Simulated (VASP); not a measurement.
# Ge (Ia-3) in VASP: relaxation of cell and atoms with PBEsol

Aim: the relaxation of cell and atoms of Ge with PBEsol.

All numbers are computed with VASP 6.6.1; they aren't measurements. Logs are shortened: lines on timing, memory, paths and dates and some standing lists are left out, and cuts for length are marked.

**1. The cell of the first run**

Symmetry: Ia-3, No. 206, cubic system. Conventional cell: a = 6.968 Å, b = 6.968 Å, c = 6.968 Å, α = 90.00°, β = 90.00°, γ = 90.00°. Within 3.2 Å of Ge (site symmetry 3) lie 4 Ge at 2.43 to 2.51 Å.

**2. Relaxation of cell and atoms, PBEsol**

Contents of INCAR:

```
ALGO = Fast ; EDIFF = 1E-6
EDIFFG = -0.01 ; ENCUT = 600
GGA = PS ; IBRION = 2
ISIF = 3 ; ISMEAR = 0
LASPH = T ; LCHARG = F
LREAL = F ; LWAVE = F
NELM = 100 ; NSW = 100
PREC = Accurate ; SIGMA = 0.1
```

Contents of KPOINTS:

```
k-points
0
Gamma
  8 8 8
```

Contents of POSCAR:

```
Ge
1.0
   -3.4841702800      3.4841702800      3.4841702800
    3.4841702800     -3.4841702800      3.4841702800
    3.4841702800      3.4841702800     -3.4841702800
Ge
8
Direct
    0.5000000000      0.0000000000      0.7988990800
    0.7988990800      0.5000000000      0.0000000000
    0.0000000000      0.7988990800      0.5000000000
    0.7011009200      0.7011009200      0.7011009200
    0.5000000000      0.0000000000      0.2011009200
    0.2011009200      0.5000000000      0.0000000000
    0.0000000000      0.2011009200      0.5000000000
    0.2988990800      0.2988990800      0.2988990800
```

Potentials or basis: VASP PAW PBE potentials, release 64 (Ge_d).

Command:

```sh
$ cat potpaw_PBE.64/Ge_d/POTCAR > POTCAR
$ mpirun -np 1 vasp_std > vasp.out
```

OUTCAR:

```text
EDIFF = 1E-6
   EDIFFG = -0.01
   ENCUT = 600
   GGA = PS
   IBRION = 2
   ISIF = 3
   ISMEAR = 0
   LASPH = T
   LREAL = F
   NELM = 100
   NSW = 100
   PREC = Accurate

 ion  position               nearest neighbor table
   1  0.500  0.000  0.799-   5 2.43   4 2.51   2 2.51   3 2.51
   2  0.799  0.500  0.000-   6 2.43   4 2.51   3 2.51   1 2.51
   3  0.000  0.799  0.500-   7 2.43   4 2.51   1 2.51   2 2.51
   4  0.701  0.701  0.701-   8 2.43   2 2.51   3 2.51   1 2.51
   5  0.500  0.000  0.201-   1 2.43   7 2.51   8 2.51   6 2.51
   6  0.201  0.500  0.000-   2 2.43   5 2.51   8 2.51   7 2.51
   7  0.000  0.201  0.500-   3 2.43   6 2.51   8 2.51   5 2.51
   8  0.299  0.299  0.299-   4 2.43   5 2.51   6 2.51   7 2.51

  LATTYP: Found a body centered cubic cell.
 ALAT       =     6.9683405600

  Lattice vectors:

 A1 = (  -3.4841702800,   3.4841702800,   3.4841702800)
 A2 = (   3.4841702800,  -3.4841702800,   3.4841702800)
 A3 = (   3.4841702800,   3.4841702800,  -3.4841702800)

Analysis of symmetry for initial positions (statically):
=====================================================================
 Subroutine PRICEL returns:
 Original cell was already a primitive cell.

 Routine SETGRP: Setting up the symmetry group for a
 body centered cubic supercell.

 Subroutine GETGRP returns: Found 24 space group operations
 (whereof  6 operations were pure point group operations)
 out of a pool of 48 trial point group operations.

The static configuration has the point symmetry S_6 .
 The point group associated with its full space group is T_h .

Analysis of symmetry for dynamics (positions and initial velocities):
=====================================================================
 Subroutine PRICEL returns:
 Original cell was already a primitive cell.

 Routine SETGRP: Setting up the symmetry group for a
 body centered cubic supercell.

 Subroutine GETGRP returns: Found 24 space group operations
 (whereof  6 operations were pure point group operations)
 out of a pool of 48 trial point group operations.

The dynamic configuration has the point symmetry S_6 .
 The point group associated with its full space group is T_h .

 Subroutine INISYM returns: Found 24 space group operations
 (whereof  6 operations are pure point group operations),
 and found     1 'primitive' translations

----------------------------------------------------------------------------------------

                                     Primitive cell

  volume of cell :     169.1835

  direct lattice vectors                    reciprocal lattice vectors
    -3.484170280  3.484170280  3.484170280     0.000000000  0.143506189  0.143506189
     3.484170280 -3.484170280  3.484170280     0.143506189  0.000000000  0.143506189
     3.484170280  3.484170280 -3.484170280     0.143506189  0.143506189  0.000000000

  length of vectors
     6.034759947  6.034759947  6.034759947     0.202948399  0.202948399  0.202948399

  position of ions in fractional coordinates (direct lattice)
     0.500000000  0.000000000  0.798899080
     0.798899080  0.500000000  0.000000000
     0.000000000  0.798899080  0.500000000
     0.701100920  0.701100920  0.701100920
     0.500000000  0.000000000  0.201100920
     0.201100920  0.500000000  0.000000000
     0.000000000  0.201100920  0.500000000
     0.298899080  0.298899080  0.298899080

  ion indices of the primitive-cell ions
   primitive index   ion index
                 1           1
                 2           2
                 3           3
                 4           4
                 5           5
                 6           6
                 7           7
                 8           8

----------------------------------------------------------------------------------------

 KPOINTS: k-points

Automatic generation of k-mesh.
 Grid dimensions read from file:
 generate k-points for:    8    8    8

 Generating k-lattice:

  Cartesian coordinates                     Fractional coordinates (reciprocal lattice)
     0.000000000  0.017938274  0.017938274     0.125000000  0.000000000  0.000000000
     0.017938274  0.000000000  0.017938274     0.000000000  0.125000000  0.000000000
     0.017938274  0.017938274  0.000000000     0.000000000  0.000000000  0.125000000

  Length of vectors
     0.025368550  0.025368550  0.025368550

  Shift w.r.t. Gamma in fractional coordinates (k-lattice)
     0.000000000  0.000000000  0.000000000

 Subroutine IBZKPT returns following result:
 ===========================================

 Found     35 irreducible k-points:

 Following reciprocal coordinates:
            Coordinates               Weight
  0.000000  0.000000  0.000000      1.000000
  0.125000  0.000000  0.000000     12.000000
  0.250000  0.000000  0.000000     12.000000
  0.375000  0.000000  0.000000     12.000000
  0.500000  0.000000  0.000000      6.000000
  0.125000  0.125000  0.000000     24.000000
[... 16 lines left out ...]
  0.500000  0.500000  0.125000     12.000000
 -0.375000  0.500000  0.125000     24.000000
 [... further k-points ...]
   k-points           NKPTS =     35   k-points in BZ     NKDIM =     35   number of bands    NBANDS=     67
   number of dos      NEDOS =    301   number of ions     NIONS =      8
   total plane-waves  NPLWV = 110592
   dimension x,y,z NGX =    48 NGY =   48 NGZ =   48
   dimension x,y,z NGXF=    96 NGYF=   96 NGZF=   96
   ions per type =               8
   NGX,Y,Z   is equivalent  to a cutoff of  13.22, 13.22, 13.22 a.u.
   NGXF,Y,Z  is equivalent  to a cutoff of  26.45, 26.45, 26.45 a.u.
 SYSTEM =  unknown system
   PREC   = accura    normal or accurate (medium, high low for compatibility)
   ISTART =      0    job   : 0-new  1-cont  2-samecut
   ICHARG =      2    charge: 1-file 2-atom 10-const
   ISPIN  =      1    spin polarized calculation?
   LNONCOLLINEAR =      F non collinear calculations
   LSORBIT =      F    spin-orbit coupling
   LASPH  =      T    aspherical Exc in radial PAW
   ENCUT  =  600.0 eV  44.10 Ry    6.64 a.u.  12.05 12.05 12.05*2*pi/ulx,y,z
   NELM   =    100;   NELMIN=  2; NELMDL= -5     # of ELM steps
   EDIFF  = 0.1E-05   stopping-criterion for ELM
   LREAL  =      F    real-space projection
   EDIFFG = -.1E-01   stopping-criterion for IOM
   NSW    =    100    number of steps for IOM
   IBRION =      2    ionic relax: 0-MD 1-quasi-New 2-CG
   NFREE  =      1    steps in history (QN), initial steepest desc. (CG)
   ISIF   =      3    stress and relaxation
   ISYM   =      2    0-nonsym 1-usesym 2-fastsym
   POTIM  = 0.5000    time-step for ionic-motion
   TEBEG  =    0.0;   TEEND  =   0.0 temperature during run
   PSTRESS=    0.0 pullay stress
   NELECT =     112.0000    total number of electrons
   NUPDOWN=      -1.0000    fix difference up-down
   EMIN   =  10.00;   EMAX   =-10.00  energy-range for DOS
   EFERMI =   0.00;   METHOD = LEGACY
   ISMEAR =     0;   SIGMA  =   0.10  broadening in eV -4-tet -1-fermi 0-gaus
   EFERMI_NEDOS =   21; number of points for ismear=-14 and -15
   IALGO  =     68    algorithm
   IMIX   =      4    mixing-type and parameters
     AMIX     =   0.40;   BMIX     =  1.00
     AMIX_MAG =   1.60;   BMIX_MAG =  1.00
  volume/ion in A,a.u.               =      21.15       142.71
  Fermi-wavevector in a.u.,A,eV,Ry     =   1.426795  2.696251 27.697964  2.035743
  Thomas-Fermi vector in A             =   2.547033
   LORBIT       =      0    0 simple, 1 ext, 2 COOP (PROOUT), +10 PAW based schemes
   GGA     = PS    functional components
   LHFCALC =     F    Hartree Fock is set to
   AEXX    =    0.0000 exact exchange contribution
   IVDW    =     0    specifies the selected vdW correction
   LEPSILON=     F    determine dielectric tensor
   LRPA    =     F    only Hartree local field effects (RPA)
 conjugate gradient relaxation of ions
 non-spin polarized calculation
 RMM-DIIS sequential band-by-band and
 Gauss-broadening in eV      SIGMA  =   0.10
  energy-cutoff  :      600.00
  volume of cell :      169.18
 maximum number of plane-waves:      5680
   NGX = 25   NGY = 25   NGZ = 25

--------------------------------------- Ionic step        1  -------------------------------------------

 number of electron     112.0000034 magnetization

 Free energy of the ion-electron system (eV)
  ---------------------------------------------------
  ext. energy  EPLUGINS =         0.00000000
  ---------------------------------------------------
  free energy    TOTEN  =       -38.55586074 eV

  energy without entropy =      -38.55043658  energy(sigma->0) =      -38.55314866

------------------------ aborting loop because EDIFF is reached ----------------------------------------

  FORCE on cell =-STRESS in cart. coord.  units (eV):
  Direction    XX          YY          ZZ          XY          YZ          ZX
  --------------------------------------------------------------------------------------
  -------------------------------------------------------------------------------------
  Total       -0.5039867     -0.5039867     -0.5039867     -0.0000000     -0.0000000      0.0000000
  in kB       -4.7727816     -4.7727816     -4.7727816     -0.0000000     -0.0000000      0.0000000
  external PRESSURE =      -4.7727816 kB  Pullay stress =       0.0000000 kB
[... 321 lines left out ...]
  energy  without entropy=      -38.5688382255  energy(sigma->0) =      -38.57139106

--------------------------------------- Ionic step        9  -------------------------------------------

 number of electron     112.0000006 magnetization

 Free energy of the ion-electron system (eV)
  ---------------------------------------------------
  ext. energy  EPLUGINS =         0.00000000
  ---------------------------------------------------
  free energy    TOTEN  =       -38.57408197 eV

  energy without entropy =      -38.56893005  energy(sigma->0) =      -38.57150601

 E-fermi :   5.5731     XC(G=0): -10.6962

 val. band max:        5.5611384117   @ k =   0.1250  -0.1250   0.3750
 cond. band min:       5.6856529020   @ k =  -0.3750   0.3750   0.3750
 fundamental gap:      0.1245144903
 Fermi energy:         5.5731383653

 k-point     1 :       0.0000    0.0000    0.0000
  band No.  band energies     occupation
      1     -19.2518      2.00000
      2     -19.2450      2.00000
      3     -19.2450      2.00000
      4     -19.2450      2.00000
      5     -19.2350      2.00000
      6     -19.2350      2.00000
[... 1669 lines left out ...]
     66      10.1496      0.00000
     67      10.5294      0.00000

 [... further k-points ...]

------------------------ aborting loop because EDIFF is reached ----------------------------------------

  FORCE on cell =-STRESS in cart. coord.  units (eV):
  Direction    XX          YY          ZZ          XY          YZ          ZX
  --------------------------------------------------------------------------------------
  -------------------------------------------------------------------------------------
  Total        0.0038752      0.0038752      0.0038752      0.0000000     -0.0000000      0.0000000
  in kB        0.0371979      0.0371979      0.0371979      0.0000000     -0.0000000      0.0000000
  external PRESSURE =       0.0371979 kB  Pullay stress =       0.0000000 kB
[... 23 lines left out ...]
  FREE ENERGIE OF THE ION-ELECTRON SYSTEM (eV)
  ---------------------------------------------------
  free  energy   TOTEN  =       -38.5740819706 eV

  energy  without entropy=      -38.5689300481  energy(sigma->0) =      -38.57150601

 reached required accuracy - stopping structural energy minimisation
```

Wall time 59 min (1 thread of Oxide Virtual Turin-like, shared host); peak memory 0.51 GiB.

What came out:

```
Free energy                           : -38.5741 eV
Relaxed volume                        : 20.86 Å³/atom
Relaxed cell                          : a = 6.008 Å, b = 6.008 Å, c = 6.008 Å, α = 109.47°, β = 109.47°, γ = 109.47°
Space group after relaxing (to 0.1 Å) : Ia-3 (No. 206)
Energy gained by relaxing             : 2.3 meV/atom
Ionic steps                           : 9
Pressure after relaxing               : 0.0 GPa
Band gap on the k mesh                : zero (bands 56 and 57 overlap by 0.75 eV)
```

The path:
| step | energy change (eV) | largest force (eV/Å) | pressure (GPa) | volume (Å³) |
| --- | --- | --- | --- | --- |
| 1 | 0.0000 | 0.2048 | -0.48 | 169.18 |
| 2 | -0.0146 | 0.0987 | 0.02 | 167.65 |
| 3 | -0.0173 | 0.0528 | 0.15 | 166.94 |
| 4 | -0.0153 | 0.0355 | 0.61 | 165.52 |
| 5 | -0.0178 | 0.0324 | 0.12 | 166.59 |
| 6 | -0.0176 | 0.0119 | 0.30 | 166.28 |
| 7 | -0.0178 | 0.0245 | 0.23 | 166.46 |
| 8 | -0.0181 | 0.0183 | -0.09 | 167.16 |
| 9 | -0.0182 | 0.0018 | 0.00 | 166.91 |

Final structure:
```
Ge
1.0
    -3.46851    3.46851    3.46851
     3.46851   -3.46851    3.46851
     3.46851    3.46851   -3.46851
Ge
8
Cartesian
  1.0258 4.4943 -1.0258
  -1.0258 1.0258 4.4943
  4.4943 -1.0258 1.0258
  2.4427 2.4427 2.4427
  -1.0258 2.4427 1.0258
  1.0258 -1.0258 2.4427
  2.4427 1.0258 -1.0258
  1.0258 1.0258 1.0258
```

Levels at points of the mesh, in eV from the Fermi level:
```tsv
k point	band 53	band 54	band 55	band 56	band 57	band 58	band 59	band 60
(0.00, 0.00, 0.00)	-3.70	-1.37	-1.37	-0.83	1.58	1.58	1.58	3.85
(0.50, 0.00, 0.00)	-1.98	-1.98	-1.15	-1.15	0.36	0.36	1.78	1.78
(0.50, 0.50, 0.50)	-2.46	-1.64	0.42	0.42	0.42	1.42	2.38	2.80
```

Caveat: semilocal functionals underestimate gaps, and a narrow one can read as zero; the PAW data sets were made with another functional, which shifts forces and pressure a little.

The gap in the log of VASP goes by the Fermi energy; the results here count the filled bands.